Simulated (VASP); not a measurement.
# Sb (Pm-3m) in VASP: further runs

Sb is run at these levels: PBE; tasks: single point.

All numbers are computed with VASP 6.6.1; they aren't measurements. Logs are shortened: lines on timing, memory, paths and dates and some standing lists are left out, and cuts for length are marked.

**1. The cell of the first run**

Symmetry: Pm-3m, No. 221, cubic system. Conventional cell: a = 3.160 Å, b = 3.160 Å, c = 3.160 Å, α = 90.00°, β = 90.00°, γ = 90.00°. Sb (site symmetry m-3m) has 6 Sb at 3.16 Å within 4.2 Å.

**2. Single point, PBE**

The input, INCAR:

```
SYSTEM = Sb
ALGO = Normal ; EDIFF = 1E-6
ENCUT = 520 ; GGA = PE
ISIF = 2 ; ISMEAR = 0
LASPH = .True. ; LCHARG = .False.
LREAL = .False. ; LWAVE = .False.
NBANDS = 8 ; NELM = 80
PREC = Accurate ; SIGMA = 0.016
```

The input, KPOINTS:

```
k-points
0
Gamma
  8 8 8
  0 0 0
```

The input, POSCAR:

```
Sb
1.0
    3.1600000000      0.0000000000      0.0000000000
    0.0000000000      3.1600000000      0.0000000000
    0.0000000000      0.0000000000      3.1600000000
Sb
1
Direct
    0.0000000000      0.0000000000      0.0000000000
```

Potentials or basis: VASP PAW PBE potentials, release 64 (Sb).

The run is started by

```console
$ cat potpaw_PBE.64/Sb/POTCAR > POTCAR
$ mpirun -np 1 vasp_std > vasp.out
```

OUTCAR:

```text
SYSTEM = Sb
   EDIFF = 1E-6
   ENCUT = 520
   GGA = PE
   ISIF = 2
   ISMEAR = 0
   LASPH = .True.
   LREAL = .False.
   NELM = 80
   PREC = Accurate

 ion  position               nearest neighbor table
   1  0.000  0.000  0.000-

  LATTYP: Found a simple cubic cell.
 ALAT       =     3.1600000000

  Lattice vectors:

 A1 = (   3.1600000000,   0.0000000000,   0.0000000000)
 A2 = (   0.0000000000,   3.1600000000,   0.0000000000)
 A3 = (   0.0000000000,   0.0000000000,   3.1600000000)

Analysis of symmetry for initial positions (statically):
=====================================================================
 Subroutine PRICEL returns:
 Original cell was already a primitive cell.

 Routine SETGRP: Setting up the symmetry group for a
 simple cubic supercell.

 Subroutine GETGRP returns: Found 48 space group operations
 (whereof 48 operations were pure point group operations)
 out of a pool of 48 trial point group operations.

The static configuration has the point symmetry O_h .

Analysis of symmetry for dynamics (positions and initial velocities):
=====================================================================
 Subroutine PRICEL returns:
 Original cell was already a primitive cell.

 Routine SETGRP: Setting up the symmetry group for a
 simple cubic supercell.

 Subroutine GETGRP returns: Found 48 space group operations
 (whereof 48 operations were pure point group operations)
 out of a pool of 48 trial point group operations.

The dynamic configuration has the point symmetry O_h .

 Subroutine INISYM returns: Found 48 space group operations
 (whereof 48 operations are pure point group operations),
 and found     1 'primitive' translations

----------------------------------------------------------------------------------------

                                     Primitive cell

  volume of cell :      31.5545

  direct lattice vectors                    reciprocal lattice vectors
     3.160000000  0.000000000  0.000000000     0.316455696  0.000000000  0.000000000
     0.000000000  3.160000000  0.000000000     0.000000000  0.316455696  0.000000000
     0.000000000  0.000000000  3.160000000     0.000000000  0.000000000  0.316455696

  length of vectors
     3.160000000  3.160000000  3.160000000     0.316455696  0.316455696  0.316455696

  position of ions in fractional coordinates (direct lattice)
     0.000000000  0.000000000  0.000000000

  ion indices of the primitive-cell ions
   primitive index   ion index
                 1           1

----------------------------------------------------------------------------------------

 KPOINTS: k-points

Automatic generation of k-mesh.
 Grid dimensions read from file:
 generate k-points for:    8    8    8

 Generating k-lattice:

  Cartesian coordinates                     Fractional coordinates (reciprocal lattice)
     0.039556962  0.000000000  0.000000000     0.125000000  0.000000000  0.000000000
     0.000000000  0.039556962  0.000000000     0.000000000  0.125000000  0.000000000
     0.000000000  0.000000000  0.039556962     0.000000000  0.000000000  0.125000000

  Length of vectors
     0.039556962  0.039556962  0.039556962

  Shift w.r.t. Gamma in fractional coordinates (k-lattice)
     0.000000000  0.000000000  0.000000000

 Subroutine IBZKPT returns following result:
 ===========================================

 Found     35 irreducible k-points:

 Following reciprocal coordinates:
            Coordinates               Weight
  0.000000  0.000000  0.000000      1.000000
  0.125000  0.000000  0.000000      6.000000
  0.250000  0.000000  0.000000      6.000000
  0.375000  0.000000  0.000000      6.000000
  0.500000  0.000000  0.000000      3.000000
  0.125000  0.125000  0.000000     12.000000
[... 16 lines left out ...]
  0.375000  0.375000  0.125000     24.000000
  0.500000  0.375000  0.125000     24.000000
 [... further k-points ...]
   k-points           NKPTS =     35   k-points in BZ     NKDIM =     35   number of bands    NBANDS=      8
   number of dos      NEDOS =    301   number of ions     NIONS =      1
   total plane-waves  NPLWV =  13824
   dimension x,y,z NGX =    24 NGY =   24 NGZ =   24
   dimension x,y,z NGXF=    48 NGYF=   48 NGZF=   48
   ions per type =               1
   NGX,Y,Z   is equivalent  to a cutoff of  12.63, 12.63, 12.63 a.u.
   NGXF,Y,Z  is equivalent  to a cutoff of  25.25, 25.25, 25.25 a.u.
 SYSTEM =  Sb
   PREC   = accura    normal or accurate (medium, high low for compatibility)
   ISTART =      0    job   : 0-new  1-cont  2-samecut
   ICHARG =      2    charge: 1-file 2-atom 10-const
   ISPIN  =      1    spin polarized calculation?
   LNONCOLLINEAR =      F non collinear calculations
   LSORBIT =      F    spin-orbit coupling
   LASPH  =      T    aspherical Exc in radial PAW
   ENCUT  =  520.0 eV  38.22 Ry    6.18 a.u.   5.88  5.88  5.88*2*pi/ulx,y,z
   NELM   =     80;   NELMIN=  2; NELMDL= -5     # of ELM steps
   EDIFF  = 0.1E-05   stopping-criterion for ELM
   LREAL  =      F    real-space projection
   EDIFFG = 0.1E-04   stopping-criterion for IOM
   NSW    =      0    number of steps for IOM
   IBRION =     -1    ionic relax: 0-MD 1-quasi-New 2-CG
   NFREE  =      0    steps in history (QN), initial steepest desc. (CG)
   ISIF   =      2    stress and relaxation
   ISYM   =      2    0-nonsym 1-usesym 2-fastsym
   POTIM  = 0.5000    time-step for ionic-motion
   TEBEG  =    0.0;   TEEND  =   0.0 temperature during run
   PSTRESS=    0.0 pullay stress
   NELECT =       5.0000    total number of electrons
   NUPDOWN=      -1.0000    fix difference up-down
   EMIN   =  10.00;   EMAX   =-10.00  energy-range for DOS
   EFERMI =   0.00;   METHOD = LEGACY
   ISMEAR =     0;   SIGMA  =   0.02  broadening in eV -4-tet -1-fermi 0-gaus
   EFERMI_NEDOS =   21; number of points for ismear=-14 and -15
   IALGO  =     38    algorithm
   IMIX   =      4    mixing-type and parameters
     AMIX     =   0.40;   BMIX     =  1.00
     AMIX_MAG =   1.60;   BMIX_MAG =  1.00
  volume/ion in A,a.u.               =      31.55       212.94
  Fermi-wavevector in a.u.,A,eV,Ry     =   0.885886  1.674081 10.677766  0.784794
  Thomas-Fermi vector in A             =   2.006979
   LORBIT       =      0    0 simple, 1 ext, 2 COOP (PROOUT), +10 PAW based schemes
   GGA     = PE    functional components
   LHFCALC =     F    Hartree Fock is set to
   AEXX    =    0.0000 exact exchange contribution
   IVDW    =     0    specifies the selected vdW correction
   LEPSILON=     F    determine dielectric tensor
   LRPA    =     F    only Hartree local field effects (RPA)
 non-spin polarized calculation
 Gauss-broadening in eV      SIGMA  =   0.02
  energy-cutoff  :      520.00
  volume of cell :       31.55
 maximum number of plane-waves:       876
 NGX is ok and might be reduce to    24
   NGX = 11   NGY = 11   NGZ = 11

 number of electron       5.0000001 magnetization

 Free energy of the ion-electron system (eV)
  ---------------------------------------------------
  ext. energy  EPLUGINS =         0.00000000
  ---------------------------------------------------
  free energy    TOTEN  =        -4.06343863 eV

  energy without entropy =       -4.06259697  energy(sigma->0) =       -4.06301780

 E-fermi :   6.3857     XC(G=0):  -9.3891

 val. band max:        6.3844717298   @ k =   0.3750   0.2500   0.1250
 cond. band min:       6.6204066498   @ k =   0.2500   0.2500   0.2500
 fundamental gap:      0.2359349200
 Fermi energy:         6.3856555222

 k-point     1 :       0.0000    0.0000    0.0000
  band No.  band energies     occupation
      1      -5.5255      2.00000
      2       9.5669      0.00000
      3       9.5669      0.00000
      4       9.5669      0.00000
      5      13.3114      0.00000
      6      13.3114      0.00000
      7      14.3652      0.00000
      8      23.7580      0.00000

 k-point     2 :       0.1250    0.0000    0.0000
  band No.  band energies     occupation
      1      -5.3134      2.00000
      2       7.4870      0.00000
      3       9.7711      0.00000
      4       9.7711      0.00000
      5      13.4854      0.00000
      6      14.1041      0.00000
      7      16.1470      0.00000
      8      22.1884      0.00000

 k-point     3 :       0.2500    0.0000    0.0000
  band No.  band energies     occupation
      1      -4.7034      2.00000
      2       4.6075      2.00000
      3      10.3295      0.00000
      4      10.3295      0.00000
      5      13.9944      0.00000
      6      14.7488      0.00000
      7      19.5965      0.00000
      8      20.0970      0.00000

 k-point     4 :       0.3750    0.0000    0.0000
  band No.  band energies     occupation
      1      -3.8389      2.00000
      2       2.2775      2.00000
      3      11.0312      0.00000
      4      11.0312      0.00000
      5      14.7569      0.00000
      6      15.7437      0.00000
      7      18.4131      0.00000
      8      18.4131      0.00000

 k-point     5 :       0.5000    0.0000    0.0000
  band No.  band energies     occupation
      1      -3.3069      2.00000
      2       1.2456      2.00000
      3      11.3943      0.00000
      4      11.3943      0.00000
      5      15.2884      0.00000
      6      16.8885      0.00000
      7      17.5430      0.00000
      8      17.7150      0.00000
[... 177 lines left out ...]
 k-point    22 :       0.5000    0.2500    0.1250
  band No.  band energies     occupation
      1      -2.2493      2.00000
      2       2.2108      2.00000
      3       6.8182      0.00000
      4      10.3059      0.00000
      5      11.8734      0.00000
      6      15.2459      0.00000
      7      18.5948      0.00000
      8      19.6383      0.00000

 k-point    23 :       0.3750    0.3750    0.1250
  band No.  band energies     occupation
      1      -1.9011      2.00000
      2       3.8794      2.00000
      3       4.1567      2.00000
      4      10.5218      0.00000
      5      10.8265      0.00000
      6      16.6460      0.00000
      7      16.9995      0.00000
      8      19.4909      0.00000

 k-point    24 :       0.5000    0.3750    0.1250
  band No.  band energies     occupation
      1      -1.3387      2.00000
      2       2.9472      2.00000
      3       4.4427      2.00000
      4       9.8677      0.00000
      5      11.0566      0.00000
      6      16.0531      0.00000
      7      17.3340      0.00000
      8      20.0485      0.00000

 [... further k-points ...]
[... 5 lines left out ...]
  --------------------------------------------------------------------------------------
  -------------------------------------------------------------------------------------
  Total       -0.4517697     -0.4517697     -0.4517697     -0.0000000     -0.0000000     -0.0000000
  in kB      -22.9385740    -22.9385740    -22.9385740     -0.0000000     -0.0000000     -0.0000000
  external PRESSURE =     -22.9385740 kB  Pullay stress =       0.0000000 kB

 VOLUME and BASIS-vectors are now :
 -----------------------------------------------------------------------------
  energy-cutoff  :      520.00
  volume of cell :       31.55
      direct lattice vectors                 reciprocal lattice vectors
     3.160000000  0.000000000  0.000000000     0.316455696  0.000000000  0.000000000
     0.000000000  3.160000000  0.000000000     0.000000000  0.316455696  0.000000000
     0.000000000  0.000000000  3.160000000     0.000000000  0.000000000  0.316455696

 POSITION                                       TOTAL-FORCE (eV/Angst)
 -----------------------------------------------------------------------------------
      0.00000      0.00000      0.00000         0.000000      0.000000      0.000000
 -----------------------------------------------------------------------------------
    total drift:                                0.000000      0.000000      0.000000

  FREE ENERGIE OF THE ION-ELECTRON SYSTEM (eV)
  ---------------------------------------------------
  free  energy   TOTEN  =        -4.0634386330 eV

  energy  without entropy=       -4.0625969686  energy(sigma->0) =       -4.06301780
```

It took 2.6 s on 1 thread of Intel Xeon 6975P-C (Granite Rapids), shared host; peak memory 0.13 GiB.

Results:

```yaml
Free_energy: -4.0634 eV
Pressure: -2.3 GPa
```

Caveat: spin-orbit coupling is left out, which moves the levels of the heavy elements.

**3. Single point, PBE**

The input, INCAR:

```
SYSTEM = Sb
ALGO = Normal
EDIFF = 1E-6
ENCUT = 520
GGA = PE
ISIF = 2
ISMEAR = 0
LASPH = .True.
LCHARG = .False.
LREAL = .False.
LWAVE = .False.
NBANDS = 8
NELM = 80
PREC = Accurate
SIGMA = 0.02
```

KPOINTS is that of step 2.

POSCAR is that of step 2.

Potentials or basis: VASP PAW PBE potentials, release 64 (Sb).

The run is started by

```console
$ cat potpaw_PBE.64/Sb/POTCAR > POTCAR
$ mpirun -np 1 vasp_std > vasp.out
```

It took 2.6 s on 1 thread of Intel Xeon 6975P-C (Granite Rapids), shared host; peak memory 0.13 GiB.

Results (log left out):

| Item | Value |
| --- | --- |
| Free energy | -4.0636 eV |
| Pressure | -2.3 GPa |

Levels at points of the mesh, in eV from the Fermi level:
```csv
k point,band 1,band 2,band 3,band 4,band 5,band 6
"(0.00, 0.00, 0.00)",-11.91,3.18,3.18,3.18,6.93,6.93
"(0.50, 0.00, 0.00)",-9.69,-5.14,5.01,5.01,8.90,10.50
"(0.50, 0.50, 0.00)",-7.36,-3.23,-3.23,2.44,6.84,12.45
"(0.50, 0.50, 0.50)",-4.79,-1.45,-1.45,-1.45,4.97,4.97
```

Caveat: spin-orbit coupling is left out, which moves the levels of the heavy elements.

(Continued in part 2 of 2.)
